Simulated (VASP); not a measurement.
# Ni2O3 (Pn-3m) in VASP: notebook, part 2 of 3

VASP 6.6.1.

## (3) Single point, PBE

This run uses another cell than the first one, of 9.22 Å³/atom, 1.021 times its volume.

The input, INCAR:

```
SYSTEM = Ni2O3
PREC = Accurate ; ENCUT = 520
EDIFF = 1E-6 ; ISMEAR = -1
SIGMA = 0.06122561905347299 ; LREAL = .False.
LASPH = .True. ; NELM = 100
ALGO = Normal ; ISIF = 2
LWAVE = .False. ; LCHARG = .False.
GGA = PE ; NBANDS = 49
```

The input, KPOINTS:

```
regular mesh
0
Gamma
  8 8 8
  0 0 0
```

The input, POSCAR:

```
Ni2O3
1.0
    4.5168624681      0.0000000000      0.0000000000
    0.0000000000      4.5168624681      0.0000000000
    0.0000000000      0.0000000000      4.5168624681
Ni O
4 6
Direct
    0.2500000000      0.2500000000      0.2500000000
    0.7500000000      0.7500000000      0.2500000000
    0.7500000000      0.2500000000      0.7500000000
    0.2500000000      0.7500000000      0.7500000000
    0.5000000000      0.0000000000      0.0000000000
    0.0000000000      0.5000000000      0.0000000000
    0.0000000000      0.0000000000      0.5000000000
    0.5000000000      0.5000000000      0.0000000000
    0.5000000000      0.0000000000      0.5000000000
    0.0000000000      0.5000000000      0.5000000000
```

Potentials or basis: VASP PAW PBE potentials, release 64 (Ni, O).

Started as:

```sh
> cat potpaw_PBE.64/Ni/POTCAR potpaw_PBE.64/O/POTCAR > POTCAR
> mpirun -np 1 vasp_std > vasp.out
```

OUTCAR:

```text
SYSTEM = Ni2O3
   PREC = Accurate
   ENCUT = 520
   EDIFF = 1E-6
   ISMEAR = -1
   LREAL = .False.
   LASPH = .True.
   NELM = 100
   ISIF = 2
   GGA = PE

 ion  position               nearest neighbor table
   1  0.250  0.250  0.250-   5 1.96   6 1.96   7 1.96   8 1.96   9 1.96  10 1.96
   2  0.750  0.750  0.250-   5 1.96   6 1.96   7 1.96   8 1.96   9 1.96  10 1.96
   3  0.750  0.250  0.750-   5 1.96   6 1.96   7 1.96   8 1.96   9 1.96  10 1.96
   4  0.250  0.750  0.750-   5 1.96   6 1.96   7 1.96   8 1.96   9 1.96  10 1.96
   5  0.500  0.000  0.000-   1 1.96   2 1.96   3 1.96   4 1.96
   6  0.000  0.500  0.000-   1 1.96   2 1.96   3 1.96   4 1.96
   7  0.000  0.000  0.500-   1 1.96   2 1.96   3 1.96   4 1.96
   8  0.500  0.500  0.000-   1 1.96   2 1.96   3 1.96   4 1.96
   9  0.500  0.000  0.500-   1 1.96   2 1.96   3 1.96   4 1.96
  10  0.000  0.500  0.500-   1 1.96   2 1.96   3 1.96   4 1.96

  LATTYP: Found a simple cubic cell.
 ALAT       =     4.5168624681

  Lattice vectors:

 A1 = (   4.5168624681,   0.0000000000,   0.0000000000)
[... 205 lines left out ...]
      2     -13.0888      2.00000
      3     -13.0888      2.00000
      4     -11.7228      2.00000
      5     -11.7228      2.00000
      6     -10.7731      2.00000
[... 1237 lines left out ...]
     48      15.4531      0.00000
     49      16.4315      0.00000

 [... further k-points ...]

------------------------ aborting loop because EDIFF is reached ----------------------------------------

  FORCE on cell =-STRESS in cart. coord.  units (eV):
  Direction    XX          YY          ZZ          XY          YZ          ZX
  --------------------------------------------------------------------------------------
  -------------------------------------------------------------------------------------
  Total        5.4269630      5.4269630      5.4269630      0.0000000     -0.0000000      0.0000000
  in kB       94.3532447     94.3532447     94.3532447      0.0000000     -0.0000000      0.0000000
  external PRESSURE =      94.3532447 kB  Pullay stress =       0.0000000 kB

 VOLUME and BASIS-vectors are now :
 -----------------------------------------------------------------------------
  energy-cutoff  :      520.00
  volume of cell :       92.15
      direct lattice vectors                 reciprocal lattice vectors
     4.516862468  0.000000000  0.000000000     0.221392616  0.000000000  0.000000000
     0.000000000  4.516862468  0.000000000     0.000000000  0.221392616  0.000000000
     0.000000000  0.000000000  4.516862468     0.000000000  0.000000000  0.221392616

 POSITION                                       TOTAL-FORCE (eV/Angst)
 -----------------------------------------------------------------------------------
      1.12922      1.12922      1.12922         0.000000     -0.000000     -0.000000
      3.38765      3.38765      1.12922         0.000000     -0.000000     -0.000000
      3.38765      1.12922      3.38765         0.000000     -0.000000      0.000000
      1.12922      3.38765      3.38765        -0.000000     -0.000000     -0.000000
      2.25843      0.00000      0.00000        -0.000000      0.000000      0.000000
      0.00000      2.25843      0.00000        -0.000000      0.000000     -0.000000
      0.00000      0.00000      2.25843        -0.000000      0.000000      0.000000
      2.25843      2.25843      0.00000        -0.000000      0.000000      0.000000
      2.25843      0.00000      2.25843        -0.000000      0.000000      0.000000
      0.00000      2.25843      2.25843        -0.000000      0.000000      0.000000
 -----------------------------------------------------------------------------------
    total drift:                               -0.000000      0.000000     -0.000000

  FREE ENERGIE OF THE ION-ELECTRON SYSTEM (eV)
  ---------------------------------------------------
  free  energy   TOTEN  =       -56.8482958537 eV

  energy  without entropy=      -56.7736538811  energy(sigma->0) =      -56.81097487
```

OSZICAR:

```text
N       E                     dE             d eps       ncg     rms          rms(c)
DAV:   1     0.877838226411E+03    0.87784E+03   -0.35976E+04  3430   0.202E+03
DAV:   2     0.677244414918E+02   -0.81011E+03   -0.74351E+03  3662   0.497E+02
DAV:   3    -0.698843432284E+02   -0.13761E+03   -0.12766E+03  3738   0.216E+02
DAV:   4    -0.771728529229E+02   -0.72885E+01   -0.71538E+01  3951   0.510E+01
DAV:   5    -0.773580651085E+02   -0.18521E+00   -0.18502E+00  4113   0.783E+00    0.421E+01
DAV:   6    -0.913985033043E+02   -0.14040E+02   -0.15841E+02  5027   0.170E+02    0.701E+01
DAV:   7    -0.559397619783E+02    0.35459E+02   -0.57627E+01  4202   0.145E+02    0.890E+00
DAV:   8    -0.568765489017E+02   -0.93679E+00   -0.13257E+01  3543   0.176E+01    0.514E+00
DAV:   9    -0.568476405642E+02    0.28908E-01   -0.22376E-01  5630   0.589E+00    0.107E+00
DAV:  10    -0.568531262187E+02   -0.54857E-02   -0.10739E-01  3933   0.495E+00    0.861E-01
DAV:  11    -0.568509224002E+02    0.22038E-02   -0.28201E-02  4581   0.336E+00    0.525E-01
DAV:  12    -0.568483031858E+02    0.26192E-02   -0.44012E-03  4629   0.114E+00    0.999E-02
DAV:  13    -0.568482937341E+02    0.94517E-05   -0.10262E-03  4817   0.244E-01    0.372E-02
DAV:  14    -0.568482971118E+02   -0.33777E-05   -0.91995E-05  3809   0.720E-02    0.187E-02
DAV:  15    -0.568482955239E+02    0.15880E-05   -0.32839E-06  3358   0.272E-02    0.101E-02
DAV:  16    -0.568482958537E+02   -0.32980E-06   -0.16697E-06  2836   0.855E-03
   1 F= -.56848296E+02 E0= -.56810975E+02  d E =-.746420E-01
```

Wall time 2.5 min (1 thread of Intel Xeon Platinum 8488C (Sapphire Rapids), shared host); peak memory 0.27 GiB.

What came out:

```yaml
Free_energy: -56.8483 eV
Pressure: 9.4 GPa
Band_gap_on_the_k_mesh: zero (band 38 reaches 6.57 eV, above the bottom of band 39 at 5.79 eV)
```

Levels at points of the mesh, in eV from the Fermi level:
```tsv
k point	band 36	band 37	band 38	band 39	band 40	band 41
(0.00, 0.00, 0.00)	-0.86	-0.86	-0.86	1.18	1.18	1.18
(0.50, 0.00, 0.00)	-1.09	-0.45	-0.45	0.37	0.37	0.77
(0.50, 0.50, 0.00)	-1.26	-0.10	-0.10	0.07	0.07	0.65
(0.50, 0.50, 0.50)	-1.28	-0.68	-0.68	-0.68	1.00	1.00
```

Caveat: the run has no spin polarisation, though such a crystal can be magnetic; semilocal functionals often make such compounds metallic where correlation or magnetic order opens a gap, which also shifts bond lengths. Spin polarisation is off, so any magnetic state and its effect on volume and gap are missing.

## (4) Single point, PBE

This run uses another cell than the first one, of 9.41 Å³/atom, 1.043 times its volume.

The input, INCAR:

```
PREC = Accurate
ENCUT = 520
EDIFF = 1E-6
ISMEAR = -1
SIGMA = 0.06122561905347299
LREAL = F
LASPH = T
NELM = 100
ALGO = Normal
ISIF = 2
LWAVE = F
LCHARG = T
GGA = PE
LELF = T
LVHAR = T
NBANDS = 49
```

The input, KPOINTS:

```
regular mesh
0
Gamma
  8 8 8
```

POSCAR, as its differences from that of step 3:

```diff
@@ -2,5 +2,5 @@
 1.0
-    4.5168624681      0.0000000000      0.0000000000
-    0.0000000000      4.5168624681      0.0000000000
-    0.0000000000      0.0000000000      4.5168624681
+    4.5480142282      0.0000000000      0.0000000000
+    0.0000000000      4.5480142282      0.0000000000
+    0.0000000000      0.0000000000      4.5480142282
 Ni O
```

Potentials or basis: VASP PAW PBE potentials, release 64 (Ni, O).

Started as:

```sh
> cat potpaw_PBE.64/Ni/POTCAR potpaw_PBE.64/O/POTCAR > POTCAR
> mpirun -np 1 vasp_std > vasp.out
```

OUTCAR:

```text
PREC = Accurate
   ENCUT = 520
   EDIFF = 1E-6
   ISMEAR = -1
   LREAL = F
   LASPH = T
   NELM = 100
   ISIF = 2
   GGA = PE

 ion  position               nearest neighbor table
   1  0.250  0.250  0.250-   5 1.97   6 1.97   7 1.97   8 1.97   9 1.97  10 1.97
   2  0.750  0.750  0.250-   5 1.97   6 1.97   7 1.97   8 1.97   9 1.97  10 1.97
   3  0.750  0.250  0.750-   5 1.97   6 1.97   7 1.97   8 1.97   9 1.97  10 1.97
   4  0.250  0.750  0.750-   5 1.97   6 1.97   7 1.97   8 1.97   9 1.97  10 1.97
   5  0.500  0.000  0.000-   1 1.97   2 1.97   3 1.97   4 1.97
   6  0.000  0.500  0.000-   1 1.97   2 1.97   3 1.97   4 1.97
   7  0.000  0.000  0.500-   1 1.97   2 1.97   3 1.97   4 1.97
   8  0.500  0.500  0.000-   1 1.97   2 1.97   3 1.97   4 1.97
   9  0.500  0.000  0.500-   1 1.97   2 1.97   3 1.97   4 1.97
  10  0.000  0.500  0.500-   1 1.97   2 1.97   3 1.97   4 1.97

  LATTYP: Found a simple cubic cell.
 ALAT       =     4.5480142282

  Lattice vectors:

 A1 = (   4.5480142282,   0.0000000000,   0.0000000000)
 A2 = (   0.0000000000,   4.5480142282,   0.0000000000)
 A3 = (   0.0000000000,   0.0000000000,   4.5480142282)

Analysis of symmetry for initial positions (statically):
=====================================================================
 Subroutine PRICEL returns:
 Original cell was already a primitive cell.

 Routine SETGRP: Setting up the symmetry group for a
 simple cubic supercell.

 Subroutine GETGRP returns: Found 48 space group operations
 (whereof 24 operations were pure point group operations)
 out of a pool of 48 trial point group operations.

The static configuration has the point symmetry T_d .
 The point group associated with its full space group is O_h .

Analysis of symmetry for dynamics (positions and initial velocities):
=====================================================================
 Subroutine PRICEL returns:
[... 151 lines left out ...]
   GGA     = PE    functional components
   LHFCALC =     F    Hartree Fock is set to
   AEXX    =    0.0000 exact exchange contribution
   IVDW    =     0    specifies the selected vdW correction
   LEPSILON=     F    determine dielectric tensor
   LRPA    =     F    only Hartree local field effects (RPA)
 non-spin polarized calculation
  energy-cutoff  :      520.00
  volume of cell :       94.07
 maximum number of plane-waves:      2560
 NGX is ok and might be reduce to    36
   NGX = 17   NGY = 17   NGZ = 17

 number of electron      76.0000008 magnetization

 Free energy of the ion-electron system (eV)
  ---------------------------------------------------
  ext. energy  EPLUGINS =         0.00000000
  ---------------------------------------------------
  free energy    TOTEN  =       -56.93471691 eV

  energy without entropy =      -56.85915661  energy(sigma->0) =      -56.89693676

 E-fermi :   6.1623     XC(G=0): -11.9392

 val. band max:        6.1529612240   @ k =   0.2500   0.2500   0.0000
 cond. band min:       6.1681917565   @ k =   0.2500   0.2500   0.2500
 fundamental gap:      0.0152305325
 Fermi energy:         6.1622669800

 k-point     1 :       0.0000    0.0000    0.0000
  band No.  band energies     occupation
      1     -14.7580      2.00000
      2     -13.2348      2.00000
      3     -13.2348      2.00000
      4     -11.9044      2.00000
      5     -11.9044      2.00000
      6     -10.9981      2.00000
[... 1237 lines left out ...]
     48      15.0416      0.00000
     49      16.0597      0.00000

 [... further k-points ...]

------------------------ aborting loop because EDIFF is reached ----------------------------------------

  FORCE on cell =-STRESS in cart. coord.  units (eV):
  Direction    XX          YY          ZZ          XY          YZ          ZX
  --------------------------------------------------------------------------------------
  -------------------------------------------------------------------------------------
  Total        2.7509106      2.7509106      2.7509106     -0.0000000     -0.0000000     -0.0000000
  in kB       46.8512968     46.8512968     46.8512968     -0.0000000     -0.0000000     -0.0000000
  external PRESSURE =      46.8512968 kB  Pullay stress =       0.0000000 kB

 VOLUME and BASIS-vectors are now :
 -----------------------------------------------------------------------------
  energy-cutoff  :      520.00
  volume of cell :       94.07
      direct lattice vectors                 reciprocal lattice vectors
     4.548014228  0.000000000  0.000000000     0.219876181  0.000000000  0.000000000
     0.000000000  4.548014228  0.000000000     0.000000000  0.219876181  0.000000000
     0.000000000  0.000000000  4.548014228     0.000000000  0.000000000  0.219876181

 POSITION                                       TOTAL-FORCE (eV/Angst)
 -----------------------------------------------------------------------------------
      1.13700      1.13700      1.13700        -0.000000      0.000000     -0.000000
      3.41101      3.41101      1.13700         0.000000     -0.000000     -0.000000
      3.41101      1.13700      3.41101         0.000000     -0.000000      0.000000
      1.13700      3.41101      3.41101        -0.000000      0.000000     -0.000000
      2.27401      0.00000      0.00000         0.000000     -0.000000      0.000000
      0.00000      2.27401      0.00000        -0.000000     -0.000000      0.000000
      0.00000      0.00000      2.27401        -0.000000     -0.000000      0.000000
      2.27401      2.27401      0.00000         0.000000     -0.000000      0.000000
      2.27401      0.00000      2.27401         0.000000     -0.000000     -0.000000
      0.00000      2.27401      2.27401         0.000000      0.000000     -0.000000
 -----------------------------------------------------------------------------------
    total drift:                               -0.000000      0.000000      0.000000

  FREE ENERGIE OF THE ION-ELECTRON SYSTEM (eV)
  ---------------------------------------------------
  free  energy   TOTEN  =       -56.9347169076 eV

  energy  without entropy=      -56.8591566078  energy(sigma->0) =      -56.89693676
```

Run time: 3.1 min. Hardware: 1 thread of Intel Xeon Platinum 8488C (Sapphire Rapids), shared host; peak memory 0.27 GiB.

What came out:

| Item | Value |
| --- | --- |
| Free energy | -56.9347 eV |
| Pressure | 4.7 GPa |
| Band gap on the k mesh | zero (band 38 reaches 6.26 eV, above the bottom of band 39 at 5.49 eV) |

Caveat: the run has no spin polarisation, though such a crystal can be magnetic; semilocal functionals often make such compounds metallic where correlation or magnetic order opens a gap, which also shifts bond lengths. Spin polarisation is off, so any magnetic state and its effect on volume and gap are missing.

(Continued in part 3 of 3.)
